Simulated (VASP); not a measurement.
# KBr in VASP: notebook, part 2 of 3

VASP 6.6.1. The steps go on from the part before.

## (4) Electric field gradients, r2SCAN (equal xy, yz and zx shear strains of -3 %)

Input file POSCAR:

```
KBr
1.0
   -0.0988362291      3.2451228552      3.2451228552
    3.2451228552     -0.0988362291      3.2451228552
    3.2451228552      3.2451228552     -0.0988362291
K Br
1 1
Direct
    0.0000000000      0.0000000000      0.0000000000
    0.5000000000      0.5000000000      0.5000000000
```

Input file INCAR.step1:

```
SYSTEM = KBr
ALGO = Normal ; EDIFF = 1E-4
ENCUT = 520 ; GGA = PE
ISMEAR = -1 ; LASPH = .TRUE.
LCHARG = .FALSE. ; LREAL = .FALSE.
LWAVE = .TRUE. ; NBANDS = 15
NELM = 80 ; PREC = Accurate
SIGMA = 0.02
```

Input file INCAR.step2:

```
SYSTEM = KBr
ALGO = Normal ; EDIFF = 1E-8
ENCUT = 520 ; ISIF = 2
ISMEAR = -1 ; ISTART = 1
LASPH = .TRUE. ; LCHARG = .FALSE.
LEFG = .TRUE. ; LMIXTAU = .TRUE.
LREAL = .FALSE. ; LWAVE = .FALSE.
METAGGA = R2SCAN ; NBANDS = 15
NELM = 80 ; PREC = Accurate
SIGMA = 0.02
```

Input file KPOINTS:

```
k-points
0
G
  7 7 7
  0 0 0
```

Potentials or basis: VASP PAW PBE potentials, release 64 (K_sv, Br).

The run is started by

```bash
> cat potpaw_PBE.64/K_sv/POTCAR potpaw_PBE.64/Br/POTCAR > POTCAR
> cp INCAR.step1 INCAR
> mpirun -np 1 vasp_std > vasp.out
> cp INCAR.step2 INCAR
> mpirun -np 1 vasp_std > vasp.out
```

OUTCAR:

```text
SYSTEM = KBr
   EDIFF = 1E-8
   ENCUT = 520
   ISIF = 2
   ISMEAR = -1
   ISTART = 1
   LASPH = .TRUE.
   LREAL = .FALSE.
   METAGGA = R2SCAN
   NELM = 80
   PREC = Accurate

 ion  position               nearest neighbor table
   1  0.000  0.000  0.000-   2 3.30   2 3.30   2 3.30   2 3.30   2 3.30   2 3.30
   2  0.500  0.500  0.500-   1 3.30   1 3.30   1 3.30   1 3.30   1 3.30   1 3.30

  LATTYP: Found a trigonal (rhomboedric) cell.
 ALAT       =     4.5903609107
 COS(alpha) =     0.4693254694

  Lattice vectors:

 A1 = (  -0.0988362291,   3.2451228552,   3.2451228552)
 A2 = (   3.2451228552,  -0.0988362291,   3.2451228552)
 A3 = (   3.2451228552,   3.2451228552,  -0.0988362291)

Analysis of symmetry for initial positions (statically):
=====================================================================
 Subroutine PRICEL returns:
 Original cell was already a primitive cell.

 Routine SETGRP: Setting up the symmetry group for a
 trigonal (rhombohedral) supercell.

[... 621 lines left out ...]
      direct lattice vectors                 reciprocal lattice vectors
    -0.098836229  3.245122855  3.245122855    -0.147211144  0.151835578  0.151835578
     3.245122855 -0.098836229  3.245122855     0.151835578 -0.147211144  0.151835578
     3.245122855  3.245122855 -0.098836229     0.151835578  0.151835578 -0.147211144

 POSITION                                       TOTAL-FORCE (eV/Angst)
 -----------------------------------------------------------------------------------
      0.00000      0.00000      0.00000         0.000000      0.000000     -0.000000
      3.19570      3.19570      3.19570        -0.000000     -0.000000      0.000000
 -----------------------------------------------------------------------------------
    total drift:                                0.000000      0.000000      0.000000

  FREE ENERGIE OF THE ION-ELECTRON SYSTEM (eV)
  ---------------------------------------------------
  free  energy   TOTEN  =       -23.2452665803 eV

  energy  without entropy=      -23.2452665803  energy(sigma->0) =      -23.24526658

 Electric field gradients (V/A^2)
---------------------------------------------------------------------
 ion       V_xx      V_yy      V_zz      V_xy      V_xz      V_yz
---------------------------------------------------------------------
   1      -0.000    -0.000     0.000     1.371     1.371     1.371
   2       0.000    -0.000     0.000    -4.192    -4.192    -4.192
---------------------------------------------------------------------

 Electric field gradients after diagonalization (V/A^2)
 (convention: |V_zz| > |V_xx| > |V_yy|)
----------------------------------------------------------------------
 ion       V_xx      V_yy      V_zz     asymmetry (V_yy - V_xx)/ V_zz
----------------------------------------------------------------------
   1      -1.371    -1.371     2.742       0.000
   2       4.192     4.192    -8.384       0.000
----------------------------------------------------------------------

           NMR quadrupolar parameters

 Cq : quadrupolar parameter    Cq=e*Q*V_zz/h
 eta: asymmetry parameters     (V_yy - V_xx)/ V_zz
 Q  : nuclear electric quadrupole moment in mb (millibarn)
----------------------------------------------------------------------
 ion       Cq(MHz)       eta       Q (mb)
----------------------------------------------------------------------
   1       0.007       0.000       1.000
   2      -0.020       0.000       1.000
----------------------------------------------------------------------
```

OUTCAR.step1:

```text
SYSTEM = KBr
   EDIFF = 1E-4
   ENCUT = 520
   GGA = PE
   ISMEAR = -1
   LASPH = .TRUE.
   LREAL = .FALSE.
[... 653 lines left out ...]
      0.00000      0.00000      0.00000        -0.000000      0.000000     -0.000000
      3.19570      3.19570      3.19570         0.000000     -0.000000      0.000000
 -----------------------------------------------------------------------------------
    total drift:                                0.000000      0.000000      0.000000

  FREE ENERGIE OF THE ION-ELECTRON SYSTEM (eV)
  ---------------------------------------------------
  free  energy   TOTEN  =        -6.2102094786 eV

  energy  without entropy=       -6.2102094786  energy(sigma->0) =       -6.21020948
```

OSZICAR.step1:

```text
N       E                     dE             d eps       ncg     rms          rms(c)
DAV:   1     0.980786212897E+02    0.98079E+02   -0.68933E+03  1320   0.938E+02
DAV:   2    -0.160104363188E+00   -0.98239E+02   -0.91046E+02  1642   0.229E+02
DAV:   3    -0.613567609673E+01   -0.59756E+01   -0.59451E+01  1838   0.497E+01
DAV:   4    -0.638075520277E+01   -0.24508E+00   -0.24503E+00  2008   0.856E+00
DAV:   5    -0.638252348903E+01   -0.17683E-02   -0.17683E-02  1859   0.852E-01    0.313E+00
DAV:   6    -0.621151595467E+01    0.17101E+00   -0.21379E-01  1705   0.224E+00    0.229E+00
DAV:   7    -0.620030338921E+01    0.11213E-01   -0.10704E-01  1817   0.177E+00    0.103E+00
DAV:   8    -0.620911510480E+01   -0.88117E-02   -0.11772E-02  1444   0.792E-01    0.114E-01
DAV:   9    -0.620990981662E+01   -0.79471E-03   -0.81566E-04  1845   0.177E-01    0.776E-02
DAV:  10    -0.621019243595E+01   -0.28262E-03   -0.28346E-04  1389   0.972E-02    0.119E-02
DAV:  11    -0.621020947857E+01   -0.17043E-04   -0.22804E-05  1353   0.301E-02
   1 F= -.62102095E+01 E0= -.62102095E+01  d E =-.975246E-12
```

Wall time 3.6 min (1 thread of AMD EPYC 7R13 (Zen 3), shared host); peak memory 0.21 GiB.

What came out:

```
Free energy                             : -23.2453 eV
Pressure                                : 0.1 GPa
Band gap on the k mesh                  : 5.02 eV
Largest electric field gradient by atom : K +2.7; Br -8.4 V/Å²
```

Stress tensor (GPa, compression positive):
```
0.14 0.14 0.14
0.14 0.14 0.14
0.14 0.14 0.14
```

Levels at points of the mesh, in eV from the valence-band top:
```tsv
k point	band 5	band 6	band 7	band 8	band 9	band 10	band 11	band 12
(0.00, 0.00, 0.00)	-11.65	-0.10	-0.10	0.00	5.02	8.04	8.04	8.44
```

Electric field gradients, principal values (V/Å²):
```
atom   least  middle  greatest (by size)
 1 K  -1.371  -1.371               2.742
2 Br   4.192   4.192              -8.384
```

Caveat: the cell differs from its parent crystal (equal xy, yz and zx shear strains of -3 %); without QUAD_EFG the Cq values of the log hold for a quadrupole moment of 1 mb, not for the nuclei; the PAW data sets were made with another functional, which shifts forces and pressure a little; an odd mesh through Γ misses points on the zone boundary, where band edges can lie.

## (5) Electric field gradients, r2SCAN (atom 1 (K) moved by [0.069282, 0.069282, 0.069282] A)

Input file POSCAR:

```
KBr
1.0
    0.0000000000      3.2945409698      3.2945409698
    3.2945409698      0.0000000000      3.2945409698
    3.2945409698      3.2945409698      0.0000000000
K Br
1 1
Direct
    0.0105146666      0.0105146666      0.0105146666
    0.5000000000      0.5000000000      0.5000000000
```

Input file INCAR.step1:

```
PREC = Accurate
ENCUT = 520
ISMEAR = -1
SIGMA = 0.02
LREAL = F
LASPH = T
NELM = 80
NBANDS = 15
GGA = PE
ALGO = Normal
EDIFF = 1E-4
LWAVE = T
LCHARG = F
```

Input file INCAR.step2:

```
PREC = Accurate
ENCUT = 520
EDIFF = 1E-8
ISMEAR = -1
SIGMA = 0.02
LREAL = F
LASPH = T
NELM = 80
ALGO = Normal
ISIF = 2
LWAVE = F
LCHARG = F
METAGGA = R2SCAN
LMIXTAU = T
LEFG = T
NBANDS = 15
ISTART = 1
```

Input file KPOINTS:

```
regular mesh
0
Gamma
  7 7 7
```

Potentials or basis: VASP PAW PBE potentials, release 64 (K_sv, Br).

The run is started by

```bash
> cat potpaw_PBE.64/K_sv/POTCAR potpaw_PBE.64/Br/POTCAR > POTCAR
> cp INCAR.step1 INCAR
> mpirun -np 1 vasp_std > vasp.out
> cp INCAR.step2 INCAR
> mpirun -np 1 vasp_std > vasp.out
```

OUTCAR:

```text
PREC = Accurate
   ENCUT = 520
   EDIFF = 1E-8
   ISMEAR = -1
   LREAL = F
   LASPH = T
   NELM = 80
   ISIF = 2
   METAGGA = R2SCAN
   ISTART = 1

 ion  position               nearest neighbor table
   1  0.011  0.011  0.011-   2 3.23   2 3.23   2 3.23
   2  0.500  0.500  0.500-   1 3.23   1 3.23   1 3.23

  LATTYP: Found a face centered cubic cell.
 ALAT       =     6.5890819396

  Lattice vectors:

 A1 = (   0.0000000000,   3.2945409698,   3.2945409698)
 A2 = (   3.2945409698,   0.0000000000,   3.2945409698)
 A3 = (   3.2945409698,   3.2945409698,   0.0000000000)

Analysis of symmetry for initial positions (statically):
=====================================================================
 Subroutine PRICEL returns:
 Original cell was already a primitive cell.

 Routine SETGRP: Setting up the symmetry group for a
 face centered cubic supercell.
[... 619 lines left out ...]
  energy-cutoff  :      520.00
  volume of cell :       71.52
      direct lattice vectors                 reciprocal lattice vectors
     0.000000000  3.294540970  3.294540970    -0.151766211  0.151766211  0.151766211
     3.294540970  0.000000000  3.294540970     0.151766211 -0.151766211  0.151766211
     3.294540970  3.294540970  0.000000000     0.151766211  0.151766211 -0.151766211

 POSITION                                       TOTAL-FORCE (eV/Angst)
 -----------------------------------------------------------------------------------
      0.06928      0.06928      0.06928        -0.094844     -0.094844     -0.094844
      3.29454      3.29454      3.29454         0.094844      0.094844      0.094844
 -----------------------------------------------------------------------------------
    total drift:                               -0.000527     -0.000527     -0.000527

  FREE ENERGIE OF THE ION-ELECTRON SYSTEM (eV)
  ---------------------------------------------------
  free  energy   TOTEN  =       -23.2384513794 eV

  energy  without entropy=      -23.2384513794  energy(sigma->0) =      -23.23845138

 Electric field gradients (V/A^2)
---------------------------------------------------------------------
 ion       V_xx      V_yy      V_zz      V_xy      V_xz      V_yz
---------------------------------------------------------------------
   1       0.000     0.000    -0.000     0.264     0.264     0.264
   2       0.000    -0.000    -0.000     0.202     0.202     0.202
---------------------------------------------------------------------

 Electric field gradients after diagonalization (V/A^2)
 (convention: |V_zz| > |V_xx| > |V_yy|)
----------------------------------------------------------------------
 ion       V_xx      V_yy      V_zz     asymmetry (V_yy - V_xx)/ V_zz
----------------------------------------------------------------------
   1      -0.264    -0.264     0.527       0.000
   2      -0.202    -0.202     0.404       0.000
----------------------------------------------------------------------

           NMR quadrupolar parameters

 Cq : quadrupolar parameter    Cq=e*Q*V_zz/h
 eta: asymmetry parameters     (V_yy - V_xx)/ V_zz
 Q  : nuclear electric quadrupole moment in mb (millibarn)
----------------------------------------------------------------------
 ion       Cq(MHz)       eta       Q (mb)
----------------------------------------------------------------------
   1       0.001       0.000       1.000
   2       0.001       0.000       1.000
----------------------------------------------------------------------
```

OSZICAR.step1:

```text
N       E                     dE             d eps       ncg     rms          rms(c)
DAV:   1     0.913904503630E+02    0.91390E+02   -0.67508E+03  1320   0.920E+02
DAV:   2    -0.464104992296E+00   -0.91855E+02   -0.85449E+02  1693   0.223E+02
DAV:   3    -0.607439219060E+01   -0.56103E+01   -0.55815E+01  1901   0.484E+01
DAV:   4    -0.637475679685E+01   -0.30036E+00   -0.30031E+00  1961   0.923E+00
DAV:   5    -0.637696460261E+01   -0.22078E-02   -0.22078E-02  1884   0.947E-01    0.317E+00
DAV:   6    -0.620521183750E+01    0.17175E+00   -0.21682E-01  1698   0.226E+00    0.231E+00
DAV:   7    -0.619413752653E+01    0.11074E-01   -0.10803E-01  1838   0.178E+00    0.104E+00
DAV:   8    -0.620303305681E+01   -0.88955E-02   -0.11815E-02  1429   0.799E-01    0.118E-01
DAV:   9    -0.620380220889E+01   -0.76915E-03   -0.78506E-04  1866   0.173E-01    0.773E-02
DAV:  10    -0.620409783416E+01   -0.29563E-03   -0.29534E-04  1375   0.987E-02    0.122E-02
DAV:  11    -0.620411550939E+01   -0.17675E-04   -0.23258E-05  1381   0.307E-02
   1 F= -.62041155E+01 E0= -.62041155E+01  d E =-.347909E-12
```

Wall time 3.1 min (1 thread of AMD EPYC 7R13 (Zen 3), shared host); peak memory 0.21 GiB.

What came out:

| Item | Value |
| --- | --- |
| Free energy | -23.2385 eV |
| Pressure | 0.2 GPa |
| Largest force | 0.164 eV/Å |
| Band gap on the k mesh | 5.10 eV |
| Largest electric field gradient by atom | K +0.5; Br +0.4 V/Å² |

Forces on the atoms (eV/Å):
```
K   -0.095 -0.095 -0.095
Br   0.095  0.095  0.095
```

Electric field gradients, principal values (V/Å²):
| atom | least | middle | greatest (by size) |
| --- | --- | --- | --- |
| 1 K | -0.264 | -0.264 | 0.527 |
| 2 Br | -0.202 | -0.202 | 0.404 |

Caveat: the cell differs from its parent crystal (atom 1 (K) moved by [0.069282, 0.069282, 0.069282] A); without QUAD_EFG the Cq values of the log hold for a quadrupole moment of 1 mb, not for the nuclei; the PAW data sets were made with another functional, which shifts forces and pressure a little; an odd mesh through Γ misses points on the zone boundary, where band edges can lie.

(Part 2 of 3 ends here.)
